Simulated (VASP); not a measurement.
Here is a VASP 6.6.1 calculation.

File INCAR:

```
SYSTEM = ScCu
  PREC = Accurate
  ENCUT = 520
  EDIFF = 1E-8
  ISMEAR = -1
  SIGMA = 0.15
  LREAL = .FALSE.
  LASPH = .TRUE.
  NELM = 100
  ALGO = Normal
  ISIF = 2
  LWAVE = .FALSE.
  LCHARG = .FALSE.
  GGA = PS
  IBRION = 8
  NSW = 1
```

The input KPOINTS:

```
Automatic mesh
0
G
  14 14 14
  0 0 0
```

The input POSCAR:

```
ScCu
1.0
    3.2112664734      0.0000000000      0.0000000000
    0.0000000000      3.2112664734      0.0000000000
    0.0000000000      0.0000000000      3.2112664734
Sc Cu
1 1
Direct
    0.5000000000      0.5000000000      0.5000000000
    0.0000000000      0.0000000000      0.0000000000
```

Potentials or basis: VASP PAW PBE potentials, release 64 (Sc_sv, Cu).

Run with:

```console
$ cat potpaw_PBE.64/Sc_sv/POTCAR potpaw_PBE.64/Cu/POTCAR > POTCAR
$ mpirun -np 1 vasp_std > vasp.out
```

(1) Predict the highest phonon frequency at Γ.

Results:

(1) 195 cm⁻¹.
